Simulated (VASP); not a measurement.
# CoSn2 (I4/mcm) in VASP: notebook, part 2 of 2

VASP 6.6.1.

## Step 3: Single point, PBEsol (volume scaled by 1.03, then relaxed in part)

INCAR reads:

```
ALGO     = Fast           # electronic algorithm
EDIFF    = 1E-7           # SCF threshold, eV
ENCUT    = 520            # plane-wave cutoff, eV
GGA      = PS             # functional
ISIF     = 2              # what is computed and relaxed
ISMEAR   = 0              # smearing method
LASPH    = True           # aspherical terms in the spheres
LCHARG   = False          # write CHGCAR
LREAL    = False          # projectors in reciprocal space
LWAVE    = False          # write WAVECAR
NBANDS   = 46             # bands
NELM     = 60             # most SCF steps
PREC     = Accurate       # precision mode
SIGMA    = 0.1            # smearing width, eV
```

KPOINTS reads:

```
k-points
0
Gamma
  8 8 8
```

POSCAR reads:

```
CoSn2
1.0
   -3.1698345130      3.1698345130      2.7272683787
    3.1698345130     -3.1698345130      2.7272683787
    3.1698345130      3.1698345130     -2.7272683787
Co Sn
2 4
Direct
    0.2500000000      0.2500000000      0.0000000000
    0.7500000000      0.7500000000      0.0000000000
    0.6667018181      0.1667018181      0.8334036361
    0.1667018181      0.3332981819      0.5000000000
    0.3332981819      0.8332981819      0.1665963639
    0.8332981819      0.6667018181      0.5000000000
```

Potentials or basis: VASP PAW PBE potentials, release 64 (Co, Sn_d).

The run is started by

```bash
$ cat potpaw_PBE.64/Co/POTCAR potpaw_PBE.64/Sn_d/POTCAR > POTCAR
$ mpirun -np 1 vasp_std > vasp.out
```

OUTCAR:

```text
EDIFF = 1E-7
   ENCUT = 520
   GGA = PS
   ISIF = 2
   ISMEAR = 0
   LASPH = True
   LREAL = False
   NELM = 60
   PREC = Accurate

 ion  position               nearest neighbor table
   1  0.250  0.250  0.000-   2 2.73   2 2.73   3 2.73   5 2.73   4 2.73   6 2.73   6 2.73   4 2.73
                             3 2.73   5 2.73
   2  0.750  0.750  0.000-   1 2.73   1 2.73   3 2.73   5 2.73   6 2.73   4 2.73   4 2.73   6 2.73
                             5 2.73   3 2.73
   3  0.667  0.167  0.833-   1 2.73   2 2.73   1 2.73   2 2.73   5 2.99   5 3.11   5 3.11   6 3.34
                             4 3.34   4 3.34   6 3.34   6 3.45   4 3.45   4 3.45   6 3.45
   4  0.167  0.333  0.500-   2 2.73   1 2.73   1 2.73   2 2.73   6 2.99   6 3.11   6 3.11   3 3.34
                             5 3.34   5 3.34   3 3.34   3 3.45   5 3.45   3 3.45   5 3.45
   5  0.333  0.833  0.167-   1 2.73   2 2.73   1 2.73   2 2.73   3 2.99   3 3.11   3 3.11   6 3.34
                             4 3.34   6 3.34   4 3.34   4 3.45   6 3.45   6 3.45   4 3.45
   6  0.833  0.667  0.500-   1 2.73   2 2.73   2 2.73   1 2.73   4 2.99   4 3.11   4 3.11   5 3.34
                             3 3.34   3 3.34   5 3.34   5 3.45   3 3.45   3 3.45   5 3.45

  LATTYP: Found a body centered tetragonal cell.
 ALAT       =     6.3396690260
 C/A-ratio  =     0.8603819434

  Lattice vectors:

 A1 = (  -3.1698345130,   3.1698345130,   2.7272683787)
 A2 = (   3.1698345130,  -3.1698345130,   2.7272683787)
 A3 = (   3.1698345130,   3.1698345130,  -2.7272683787)

Analysis of symmetry for initial positions (statically):
=====================================================================
 Subroutine PRICEL returns:
 Original cell was already a primitive cell.

 Routine SETGRP: Setting up the symmetry group for a
 body centered tetragonal supercell.

 Subroutine GETGRP returns: Found 16 space group operations
 (whereof  8 operations were pure point group operations)
 out of a pool of 16 trial point group operations.

The static configuration has the point symmetry C_4h.
 The point group associated with its full space group is D_4h.

Analysis of symmetry for dynamics (positions and initial velocities):
[... 142 lines left out ...]
  Fermi-wavevector in a.u.,A,eV,Ry     =   1.436145  2.713921 28.062198  2.062513
  Thomas-Fermi vector in A             =   2.555366
   LORBIT       =      0    0 simple, 1 ext, 2 COOP (PROOUT), +10 PAW based schemes
   GGA     = PS    functional components
   LHFCALC =     F    Hartree Fock is set to
   AEXX    =    0.0000 exact exchange contribution
   IVDW    =     0    specifies the selected vdW correction
   LEPSILON=     F    determine dielectric tensor
   LRPA    =     F    only Hartree local field effects (RPA)
 non-spin polarized calculation
 RMM-DIIS sequential band-by-band and
 Gauss-broadening in eV      SIGMA  =   0.10
  energy-cutoff  :      520.00
  volume of cell :      109.61
 maximum number of plane-waves:      2999
   NGX = 19   NGY = 19   NGZ = 19

 number of electron      74.0000004 magnetization

 Free energy of the ion-electron system (eV)
  ---------------------------------------------------
  ext. energy  EPLUGINS =         0.00000000
  ---------------------------------------------------
  free energy    TOTEN  =       -33.26584690 eV

  energy without entropy =      -33.24908451  energy(sigma->0) =      -33.25746570

 E-fermi :  10.4350     XC(G=0): -11.9478

 val. band max:       10.4312781550   @ k =   0.2500   0.0000   0.0000
 cond. band min:      10.4368775315   @ k =  -0.2500  -0.2500   0.1250
 fundamental gap:      0.0055993765
 Fermi energy:        10.4349630119

 k-point     1 :       0.0000    0.0000    0.0000
  band No.  band energies     occupation
      1     -11.0335      2.00000
      2     -10.9990      2.00000
      3     -10.9833      2.00000
      4     -10.9790      2.00000
      5     -10.9765      2.00000
      6     -10.9765      2.00000
[... 1165 lines left out ...]
     45      14.6211      0.00000
     46      14.6211      0.00000

 [... further k-points ...]
[... 5 lines left out ...]
  --------------------------------------------------------------------------------------
  -------------------------------------------------------------------------------------
  Total       -2.2499575     -2.2499575     -2.2226524      0.0000000      0.0000000      0.0000000
  in kB      -32.8869686    -32.8869686    -32.4878590      0.0000000      0.0000000      0.0000000
  external PRESSURE =     -32.7539321 kB  Pullay stress =       0.0000000 kB

 VOLUME and BASIS-vectors are now :
 -----------------------------------------------------------------------------
  energy-cutoff  :      520.00
  volume of cell :      109.61
      direct lattice vectors                 reciprocal lattice vectors
    -3.169834513  3.169834513  2.727268379     0.000000000  0.157736941  0.183333626
     3.169834513 -3.169834513  2.727268379     0.157736941  0.000000000  0.183333626
     3.169834513  3.169834513 -2.727268379     0.157736941  0.157736941  0.000000000

 POSITION                                       TOTAL-FORCE (eV/Angst)
 -----------------------------------------------------------------------------------
      0.00000      0.00000      1.36363         0.000000     -0.000000      0.000000
      0.00000      0.00000      4.09090         0.000000     -0.000000      0.000000
      1.05683      4.22667      0.00000         0.003239      0.003239     -0.000000
      2.11300      1.05683      0.00000        -0.003239      0.003239      0.000000
      2.11300     -1.05683      2.72727        -0.003239     -0.003239     -0.000000
      1.05683      2.11300      2.72727         0.003239     -0.003239      0.000000
 -----------------------------------------------------------------------------------
    total drift:                               -0.000000     -0.000000     -0.000000

  FREE ENERGIE OF THE ION-ELECTRON SYSTEM (eV)
  ---------------------------------------------------
  free  energy   TOTEN  =       -33.2658468962 eV

  energy  without entropy=      -33.2490845064  energy(sigma->0) =      -33.25746570
```

stdout:

```text
POSCAR found type information on POSCAR CoSn
 POSCAR found :  2 types and       6 ions
 scaLAPACK will be used
 -----------------------------------------------------------------------------
|                                                                             |
|                                                                             |
|     You enforced a specific xc type in the INCAR file but a different       |
|     I HOPE YOU KNOW WHAT YOU ARE DOING!                                     |
|                                                                             |
 -----------------------------------------------------------------------------

 LDA part: xc-table for (Slater+PW92), standard interpolation
 POSCAR, INCAR and KPOINTS ok, starting setup
 FFT: planning ... GRIDC
 FFT: planning ... GRID_SOFT
 FFT: planning ... GRID
 WAVECAR not read
 entering main loop
WARNING in EDDRMM: call to ZHEGV failed, returncode =   6  3     44
 num prob  num prob  num prob  num prob  num prob  num prob  num prob  num prob RMM:  19    -0.332658468962E+02   -0.21093E-07   -0.31478E-07  4423   0.347E-03
```

Wall time 5.2 min (1 thread of Intel Xeon Platinum 8488C (Sapphire Rapids), shared host); peak memory 0.39 GiB.

What came out:

* Free energy: -33.2658 eV
* Pressure: -3.3 GPa
* Largest force: 0.005 eV/Å
* Band gap on the k mesh: zero (band 37 reaches 11.39 eV, above the bottom of band 38 at 9.86 eV)

Forces in eV/Å, atoms in the order of the input:
```
Co   0.000  0.000  0.000
Co   0.000  0.000  0.000
Sn   0.003  0.003  0.000
Sn  -0.003  0.003  0.000
Sn  -0.003 -0.003  0.000
Sn   0.003 -0.003  0.000
```

Caveat: the PAW data sets were made with another functional, which shifts forces and pressure a little; spin-orbit coupling is left out, which moves the levels of the heavy elements.
